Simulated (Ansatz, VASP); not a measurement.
**One calculation of MoN2, two programs**

Contents of INCAR:

```
ALGO     = Fast           # electronic algorithm
EDIFF    = 1E-6           # SCF threshold, eV
ENCUT    = 520            # plane-wave cutoff, eV
GGA      = PS             # functional
ISIF     = 2              # what is computed and relaxed
ISMEAR   = 0              # smearing method
LASPH    = T              # aspherical terms in the spheres
LCHARG   = F              # write CHGCAR
LREAL    = F              # projectors in reciprocal space
LWAVE    = F              # write WAVECAR
NBANDS   = 33             # bands
NELM     = 100            # most SCF steps
PREC     = Accurate       # precision mode
SIGMA    = 0.15           # smearing width, eV
```

Contents of KPOINTS:

```
k-points
0
Gamma
  12 12 18
```

Contents of POSCAR:

```
MoN2
1.0
    4.3668070433      0.0000000000      0.0000000000
    0.0000000000      4.2064864549      0.0000000000
    0.0000000000      0.0000000000      2.7284347069
Mo N
2 4
Direct
    0.5000000000      0.5000000000      0.0000000000
    0.0000000000      0.0000000000      0.0000000000
    0.8872955619      0.3872955619      0.5000000000
    0.1127044381      0.6127044381      0.5000000000
    0.3872955619      0.1127044381      0.5000000000
    0.6127044381      0.8872955619      0.5000000000
```

Input for Ansatz:

```yaml
crystal:
  lattice:
    - [4.3668070433, 0.0, 0.0]
    - [0.0, 4.2064864549, 0.0]
    - [0.0, 0.0, 2.7284347069]
  atoms:
    - { symbol: Mo, position: [0.5, 0.5, 0.0] }
    - { symbol: Mo, position: [0.0, 0.0, 0.0] }
    - { symbol: "N", position: [0.8872955619, 0.3872955619, 0.5] }
    - { symbol: "N", position: [0.1127044381, 0.6127044381, 0.5] }
    - { symbol: "N", position: [0.3872955619, 0.1127044381, 0.5] }
    - { symbol: "N", position: [0.6127044381, 0.8872955619, 0.5] }
basis:
  ecutwfc: 420
kpoints:
  mp_grid: { grid: [12, 12, 18] }
hamiltonian:
  xc: pbesol
scf:
  occupations: { method: gaussian, width: 0.15 }
output:
  forces: true
  stress: true
  eigenvalues: true
```

Change from the starting cell: strain +0.0187 x Voigt [1, -1, 0, 0, 0, 0], atoms carried along.

Alike in both runs: task single point; functional PBEsol; k mesh 12 × 12 × 18; occupations gaussian, width 0.15 eV; no spin polarisation.

```csv
,VASP,Ansatz
version,VASP 6.6.1,Ansatz 0.2.0
potentials or method,"VASP PAW PBE potentials, release 64 (Mo_sv, N), cutoff 520 eV","scalar-relativistic, plane waves, PAW"
valence electrons in the cell,48,48
```

|  | VASP | Ansatz | Ansatz less VASP |
| --- | --- | --- | --- |
| gap on the k mesh at the Fermi level (eV) | none | none | - |
| pressure (GPa) | 1.3 | 0.6 | -0.70 |
| traceless stress, the component that is largest in VASP (GPa) | 11.43 | 11.23 | -0.194 |
| rms of the force components (eV/Å) | 0.105 | 0.090 | -0.0149 |

VASP's potentials were made for PBE, not for PBEsol. Atom by atom the forces differ by 0.058 eV/Å (rms over components). A gap of «none» marks a metal or a gap that the smearing closes.
